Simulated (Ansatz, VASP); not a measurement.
## Si2Ge3: VASP beside Ansatz

```xyz
10
Lattice="3.2465 0.0000 0.0000 -1.6233 2.8116 0.0000 0.0000 0.0000 20.0217" Properties=species:S:1:pos:R:3 pbc="T T T"
Si    0.0000    1.8744   13.0701
Si    0.0000    1.8744   16.9624
Si    1.6233    0.9372    3.0593
Si    1.6233    0.9372    6.9515
Ge    0.0000    1.8744    1.1641
Ge    0.0000    1.8744    5.0054
Ge    0.0000    1.8744    8.8467
Ge    1.6233    0.9372   11.1750
Ge    1.6233    0.9372   15.0163
Ge    1.6233    0.9372   18.8575
```

Alike in both runs: functional PBE; k mesh 6 × 6 × 1; occupations gaussian, width 0.1 eV; no spin polarisation.

Ansatz relaxed the structure, and its values are those at the end. VASP's run is a single point on that final structure, the one shown.

|  | VASP | Ansatz |
| --- | --- | --- |
| version | VASP 6.6.1 | Ansatz 0.2.0 |
| potentials or method | VASP PAW PBE potentials, release 64 (Si, Ge_d), cutoff 520 eV | scalar-relativistic, plane waves, PAW |
| valence electrons in the cell | 100 | 100 |

```tsv
	VASP	Ansatz	Ansatz less VASP
gap on the k mesh at the Fermi level (eV)	none	none	-
pressure (GPa)	0.0	0.0	+0.03
rms of the force components (eV/Å)	0.014	0.014	-0.0003
```

A gap of «none» marks a metal or a gap that the smearing closes.

The k mesh is coarse, so the values compare programs but aren't converged.
